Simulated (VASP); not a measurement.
# BaTiO3 in VASP: a series of runs

Runs on BaTiO3. Level: PBE. Tasks: relaxation of cell and atoms, single point.

All numbers are computed with VASP 6.6.1; they aren't measurements. Logs are shortened: lines on timing, memory, paths and dates and some standing lists are left out, and cuts for length are marked.

## 1. The cell of the first run

The structure is trigonal, space group R3m (No. 160). The conventional cell has a = 5.697 Å, b = 5.697 Å, c = 7.007 Å, α = 90.00°, β = 90.00°, γ = 120.00°. Within 3.7 Å of Ba (site symmetry 3m) lie 12 O at 2.79 to 2.92 Å and 8 Ti at 3.41 to 3.60 Å. Within 2.5 Å of Ti (site symmetry 3m) lie 6 O at 1.89 to 2.16 Å. O (site symmetry m) has 2 Ti at 1.89 to 2.16 Å within 2.5 Å.

## 2. Relaxation of cell and atoms, PBE

INCAR

```
SYSTEM = BaTiO3
PREC = Accurate
ENCUT = 600
EDIFF = 1E-6
ISMEAR = 0
SIGMA = 0.02
LREAL = .FALSE.
LASPH = .TRUE.
NELM = 60
ALGO = Normal
ISIF = 3
LWAVE = .FALSE.
LCHARG = .FALSE.
GGA = PE
IBRION = 2
NSW = 100
EDIFFG = -0.01
```

KPOINTS

```
Automatic mesh
0
G
  6 6 6
  0 0 0
```

POSCAR

```
BaTiO3
1.0
    2.8482561214      1.6444414384      2.3355603327
   -2.8482561214      1.6444414384      2.3355603327
    0.0000000000     -3.2888828769      2.3355603327
Ba Ti O
1 1 3
Direct
    0.0001460400      0.0001460400      0.0001460400
    0.5133377100      0.5133377100      0.5133377100
    0.4889503100      0.9797166300      0.4889503100
    0.4889503100      0.4889503100      0.9797166300
    0.9797166300      0.4889503100      0.4889503100
```

Potentials or basis: VASP PAW PBE potentials, release 64 (Ba_sv, Ti_sv, O).

Run with:

```sh
$ cat potpaw_PBE.64/Ba_sv/POTCAR potpaw_PBE.64/Ti_sv/POTCAR potpaw_PBE.64/O/POTCAR > POTCAR
$ mpirun -np 1 vasp_std > vasp.out
```

OUTCAR:

```text
SYSTEM = BaTiO3
   PREC = Accurate
   ENCUT = 600
   EDIFF = 1E-6
   ISMEAR = 0
   LREAL = .FALSE.
   LASPH = .TRUE.
   NELM = 60
   ISIF = 3
   GGA = PE
   IBRION = 2
   NSW = 100
   EDIFFG = -0.01

 ion  position               nearest neighbor table
   1  0.000  0.000  0.000-   4 2.79   3 2.79   5 2.79   4 2.85   4 2.85   3 2.85   5 2.85   3 2.85
                             5 2.85   4 2.92   3 2.92   5 2.92   2 3.41   2 3.46   2 3.46   2 3.46
   2  0.513  0.513  0.513-   3 1.89   5 1.89   4 1.89   3 2.16   5 2.16   4 2.16   1 3.41   1 3.46
                             1 3.46   1 3.46   1 3.52   1 3.52   1 3.52   1 3.60
   3  0.489  0.980  0.489-   2 1.89   2 2.16   1 2.79   1 2.85   1 2.85   1 2.92
   4  0.489  0.489  0.980-   2 1.89   2 2.16   1 2.79   1 2.85   1 2.85   1 2.92
   5  0.980  0.489  0.489-   2 1.89   2 2.16   1 2.79   1 2.85   1 2.85   1 2.92

  LATTYP: Found a trigonal (rhomboedric) cell.
 ALAT       =     4.0338062230
 COS(alpha) =     0.0028556995

  Lattice vectors:

 A1 = (   2.8482561214,   1.6444414384,   2.3355603327)
 A2 = (  -2.8482561214,   1.6444414384,   2.3355603327)
 A3 = (   0.0000000000,  -3.2888828769,   2.3355603327)

Analysis of symmetry for initial positions (statically):
=====================================================================
 Subroutine PRICEL returns:
 Original cell was already a primitive cell.

 Routine SETGRP: Setting up the symmetry group for a
 trigonal (rhombohedral) supercell.

 Subroutine GETGRP returns: Found  6 space group operations
 (whereof  6 operations were pure point group operations)
 out of a pool of 12 trial point group operations.

The static configuration has the point symmetry C_3v.

Analysis of symmetry for dynamics (positions and initial velocities):
=====================================================================
 Subroutine PRICEL returns:
 Original cell was already a primitive cell.

 Routine SETGRP: Setting up the symmetry group for a
 trigonal (rhombohedral) supercell.

 Subroutine GETGRP returns: Found  6 space group operations
 (whereof  6 operations were pure point group operations)
 out of a pool of 12 trial point group operations.

The dynamic configuration has the point symmetry C_3v.

 Subroutine INISYM returns: Found  6 space group operations
 (whereof  6 operations are pure point group operations),
 and found     1 'primitive' translations

----------------------------------------------------------------------------------------

                                     Primitive cell

  volume of cell :      65.6357

  direct lattice vectors                    reciprocal lattice vectors
     2.848256121  1.644441438  2.335560333     0.175546011  0.101351537  0.142720926
    -2.848256121  1.644441438  2.335560333    -0.175546011  0.101351537  0.142720926
     0.000000000 -3.288882877  2.335560333     0.000000000 -0.202703073  0.142720926

  length of vectors
     4.033806223  4.033806223  4.033806223     0.247906835  0.247906835  0.247906835

  position of ions in fractional coordinates (direct lattice)
     0.000146040  0.000146040  0.000146040
     0.513337710  0.513337710  0.513337710
     0.488950310  0.979716630  0.488950310
     0.488950310  0.488950310  0.979716630
     0.979716630  0.488950310  0.488950310

  ion indices of the primitive-cell ions
   primitive index   ion index
                 1           1
                 2           2
                 3           3
                 4           4
                 5           5

----------------------------------------------------------------------------------------

 KPOINTS: Automatic mesh

Automatic generation of k-mesh.
 Grid dimensions read from file:
 generate k-points for:    6    6    6

 Generating k-lattice:

  Cartesian coordinates                     Fractional coordinates (reciprocal lattice)
     0.029257668  0.016891923  0.023786821     0.166666667  0.000000000  0.000000000
    -0.029257668  0.016891923  0.023786821     0.000000000  0.166666667  0.000000000
[... 46 lines left out ...]
   IMIX   =      4    mixing-type and parameters
     AMIX     =   0.40;   BMIX     =  1.00
     AMIX_MAG =   1.60;   BMIX_MAG =  1.00
  volume/ion in A,a.u.               =      13.13        88.59
  Fermi-wavevector in a.u.,A,eV,Ry     =   1.387975  2.622892 26.211269  1.926474
  Thomas-Fermi vector in A             =   2.512145
   LORBIT       =      0    0 simple, 1 ext, 2 COOP (PROOUT), +10 PAW based schemes
   GGA     = PE    functional components
   LHFCALC =     F    Hartree Fock is set to
   AEXX    =    0.0000 exact exchange contribution
   IVDW    =     0    specifies the selected vdW correction
   LEPSILON=     F    determine dielectric tensor
   LRPA    =     F    only Hartree local field effects (RPA)
 conjugate gradient relaxation of ions
 non-spin polarized calculation
 Gauss-broadening in eV      SIGMA  =   0.02
  energy-cutoff  :      600.00
  volume of cell :       65.64
 maximum number of plane-waves:      2260
   NGX = 17   NGY = 17   NGZ = 17

--------------------------------------- Ionic step        1  -------------------------------------------

 number of electron      39.9999997 magnetization

 Free energy of the ion-electron system (eV)
  ---------------------------------------------------
  ext. energy  EPLUGINS =         0.00000000
  ---------------------------------------------------
  free energy    TOTEN  =       -40.04412907 eV

  energy without entropy =      -40.04412907  energy(sigma->0) =      -40.04412907

------------------------ aborting loop because EDIFF is reached ----------------------------------------

  FORCE on cell =-STRESS in cart. coord.  units (eV):
  Direction    XX          YY          ZZ          XY          YZ          ZX
  --------------------------------------------------------------------------------------
  -------------------------------------------------------------------------------------
  Total        1.1843371      1.1843371      1.1844036      0.0000000     -0.0000000     -0.0000000
  in kB       28.9098688     28.9098688     28.9114922      0.0000000     -0.0000000     -0.0000000
  external PRESSURE =      28.9104099 kB  Pullay stress =       0.0000000 kB
[... 98 lines left out ...]
  FREE ENERGIE OF THE ION-ELECTRON SYSTEM (eV)
  ---------------------------------------------------
  free  energy   TOTEN  =       -40.0550011729 eV

  energy  without entropy=      -40.0550011729  energy(sigma->0) =      -40.05500117

[... ionic steps 4 to 7 ...]

--------------------------------------- Ionic step        8  -------------------------------------------

 number of electron      40.0000004 magnetization

------------------------ aborting loop because EDIFF is reached ----------------------------------------
[... 73 lines left out ...]
--------------------------------------- Ionic step       10  -------------------------------------------

 number of electron      40.0000006 magnetization

 Free energy of the ion-electron system (eV)
  ---------------------------------------------------
  ext. energy  EPLUGINS =         0.00000000
  ---------------------------------------------------
  free energy    TOTEN  =       -40.06268860 eV

  energy without entropy =      -40.06268860  energy(sigma->0) =      -40.06268860

 E-fermi :   3.4428     XC(G=0): -10.9498

 val. band max:        3.3462534150   @ k =   0.5000   0.5000   0.5000
 cond. band min:       5.9285783914   @ k =   0.0000   0.0000   0.0000
 fundamental gap:      2.5823249764
 Fermi energy:         3.4427610902

 k-point     1 :       0.0000    0.0000    0.0000
  band No.  band energies     occupation
      1     -52.9701      2.00000
      2     -29.2243      2.00000
      3     -29.2194      2.00000
      4     -29.2194      2.00000
      5     -21.5823      2.00000
      6     -13.3330      2.00000
[... 637 lines left out ...]
     23       7.3602      0.00000
     24       8.8966      0.00000

 [... further k-points ...]

------------------------ aborting loop because EDIFF is reached ----------------------------------------

  FORCE on cell =-STRESS in cart. coord.  units (eV):
  Direction    XX          YY          ZZ          XY          YZ          ZX
  --------------------------------------------------------------------------------------
  -------------------------------------------------------------------------------------
  Total       -0.0167900     -0.0167900     -0.0268999      0.0000000      0.0000000     -0.0000000
  in kB       -0.3976834     -0.3976834     -0.6371454      0.0000000      0.0000000     -0.0000000
  external PRESSURE =      -0.4775041 kB  Pullay stress =       0.0000000 kB
[... 20 lines left out ...]
  FREE ENERGIE OF THE ION-ELECTRON SYSTEM (eV)
  ---------------------------------------------------
  free  energy   TOTEN  =       -40.0626886004 eV

  energy  without entropy=      -40.0626886004  energy(sigma->0) =      -40.06268860

 reached required accuracy - stopping structural energy minimisation
```

It took 3.1 min on 1 thread of Intel Xeon Platinum 8488C (Sapphire Rapids), shared host; peak memory 0.23 GiB.

Results:

```
Free energy                           : -40.0627 eV
Relaxed volume                        : 13.53 Å³/atom
Relaxed cell                          : a = 4.075 Å, b = 4.075 Å, c = 4.075 Å, α = 89.69°, β = 89.69°, γ = 89.69°
Space group after relaxing (to 0.1 Å) : R3m (No. 160)
Energy gained by relaxing             : 3.7 meV/atom
Ionic steps                           : 10
Pressure after relaxing               : 0.0 GPa
Largest force after relaxing          : 0.010 eV/Å
Band gap on the k mesh                : 2.58 eV (least direct gap 3.13 eV)
```

Forces in eV/Å, atoms in the order of the input:
```
Ba   0.000  0.000  0.004
Ti   0.000  0.000 -0.010
O    0.005 -0.003  0.002
O    0.000  0.005  0.002
O   -0.005 -0.003  0.002
```

Step by step:
| step | energy change (eV) | largest force (eV/Å) | pressure (GPa) | volume (Å³) |
| --- | --- | --- | --- | --- |
| 1 | 0.0000 | 0.0592 | 2.89 | 65.64 |
| 2 | -0.0030 | 0.3685 | -2.38 | 67.91 |
| 3 | -0.0109 | 0.2286 | -0.04 | 66.85 |
| 4 | -0.0148 | 0.1570 | -0.01 | 67.08 |
| 5 | -0.0176 | 0.0780 | 0.17 | 67.48 |
| 6 | -0.0181 | 0.0577 | -0.31 | 67.74 |
| 7 | -0.0181 | 0.0573 | -0.30 | 67.74 |
| 8 | -0.0185 | 0.0340 | -0.01 | 67.65 |
| 9 | -0.0185 | 0.0389 | 0.03 | 67.63 |
| 10 | -0.0186 | 0.0099 | -0.05 | 67.64 |

Final structure:
```cif
data_structure
_symmetry_space_group_name_H-M 'P 1'
_symmetry_Int_Tables_number 1
_cell_length_a 4.0746
_cell_length_b 4.0746
_cell_length_c 4.0746
_cell_angle_alpha 89.686
_cell_angle_beta 89.686
_cell_angle_gamma 89.686
_cell_volume 67.64
loop_
_atom_site_label
_atom_site_type_symbol
_atom_site_fract_x
_atom_site_fract_y
_atom_site_fract_z
_atom_site_occupancy
Ba1 Ba 0.00282 0.00282 0.00282 1
Ti1 Ti 0.51814 0.51814 0.51814 1
O1 O 0.48717 0.97579 0.48717 1
O2 O 0.48717 0.48717 0.97579 1
O3 O 0.97579 0.48717 0.48717 1
```

Caveat: spin-orbit coupling is left out, which moves the levels of the heavy elements.

(Part 1 of 2 ends here.)
